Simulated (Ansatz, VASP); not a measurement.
# Two plane-wave programs on TiC

INCAR

```
  PREC = Accurate
  ENCUT = 520
  EDIFF = 1E-6
  ISMEAR = 0
  SIGMA = 0.15
  LREAL = F
  LASPH = T
  NELM = 100
  ALGO = Normal
  ISIF = 2
  LWAVE = F
  LCHARG = F
  GGA = PS
  NBANDS = 42
```

File KPOINTS:

```
Automatic mesh
0
Gamma
  12 12 12
```

POSCAR

```
TiC
1.0
    4.3280000000      0.0000000000      0.0000000000
    0.0000000000     -4.3280000000      0.0000000000
    0.0000000000      0.0000000000     -4.3280000000
Ti C
4 4
Direct
    0.0000000000      0.5000000000      0.5000000000
    0.5000000000      0.0000000000      0.5000000000
    0.5000000000      0.5000000000      0.0000000000
    0.0000000000      0.0000000000      0.0000000000
    0.5000000000      0.0000000000      0.0000000000
    0.0000000000      0.5000000000      0.0000000000
    0.0000000000      0.0000000000      0.5000000000
    0.5000000000      0.5000000000      0.5000000000
```

Input for Ansatz:

```yaml
crystal:
  lattice:
    - [4.328, 0.0, 0.0]
    - [0.0, -4.328, 0.0]
    - [0.0, 0.0, -4.328]
  atoms:
    - { symbol: Ti, position: [0.0, 0.5, 0.5] }
    - { symbol: Ti, position: [0.5, 0.0, 0.5] }
    - { symbol: Ti, position: [0.5, 0.5, 0.0] }
    - { symbol: Ti, position: [0.0, 0.0, 0.0] }
    - { symbol: C, position: [0.5, 0.0, 0.0] }
    - { symbol: C, position: [0.0, 0.5, 0.0] }
    - { symbol: C, position: [0.0, 0.0, 0.5] }
    - { symbol: C, position: [0.5, 0.5, 0.5] }
basis:
  ecutwfc: 420
kpoints:
  mp_grid: { grid: [12, 12, 12] }
hamiltonian:
  xc: pbesol
scf:
  occupations: { method: gaussian, width: 0.15 }
output:
  forces: true
  stress: true
  eigenvalues: true
```

Alike in both runs: task single point; functional PBEsol; k mesh 12 × 12 × 12; occupations gaussian, width 0.15 eV; no spin polarisation.

|  | VASP | Ansatz |
| --- | --- | --- |
| version | VASP 6.6.1 | Ansatz 0.2.0 |
| potentials or method | VASP PAW PBE potentials, release 64 (Ti_sv, C), cutoff 520 eV | scalar-relativistic, plane waves, PAW |
| valence electrons in the cell | 64 | 64 |

Ansatz gave:

* gap on the k mesh at the Fermi level (eV): none
* pressure (GPa): -6.2

Problem. Estimate VASP's values.

Solution. gap on the k mesh at the Fermi level (eV): none; pressure (GPa): -5.9.

VASP's potentials were made for PBE, not for PBEsol. A gap of «none» marks a metal or a gap that the smearing closes. The functional is the same, so the differences come from potentials, cutoffs and numerics.
